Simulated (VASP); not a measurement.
MoPRu, 12 atoms in the cell. The structure is orthorhombic, space group Pnma (No. 62). The conventional cell has a = 6.035 Å, b = 3.853 Å, c = 6.944 Å, α = 90.00°, β = 90.00°, γ = 90.00°. Mo (site symmetry m) has 5 P at 2.44 to 2.76 Å and 6 Ru at 2.84 to 2.87 Å and 4 Mo at 3.07 to 3.21 Å within 3.3 Å. P (site symmetry m) has 4 Ru at 2.29 to 2.40 Å and 5 Mo at 2.44 to 2.76 Å within 3.0 Å. Within 3.0 Å of Ru (site symmetry m) lie 4 P at 2.29 to 2.40 Å and 2 Ru at 2.74 Å and 6 Mo at 2.84 to 2.87 Å. 

- Program: VASP 6.6.1
- Task: single point
- Functional: PBEsol
- Potentials or basis: VASP PAW PBE potentials, release 64 (Mo_sv, P, Ru_pv)
- Cutoff: 520 eV
- k mesh: 4 × 6 × 4
- Occupations: gaussian, width 0.1 eV
- Spin: no spin polarisation
- Dipole correction: no
- Further INCAR settings: ALGO = Normal; EDIFF = 1e-07; NBANDS = 78

Potentials or basis: VASP PAW PBE potentials, release 64 (Mo_sv, P, Ru_pv).

Run with:

```bash
$ cat potpaw_PBE.64/Mo_sv/POTCAR potpaw_PBE.64/P/POTCAR potpaw_PBE.64/Ru_pv/POTCAR > POTCAR
$ mpirun -np 1 vasp_std > vasp.out
```

Hardware: 1 thread of Intel(R) Xeon(R) 6975P-C (Granite Rapids), with other jobs on the host.

Task: Estimate the wall time of this run.

Result: It took 6.2 min on 1 thread of Intel(R) Xeon(R) 6975P-C (Granite Rapids) (shared host), peak memory 0.48 GiB. Counts: scf iterations 17, k points 36.
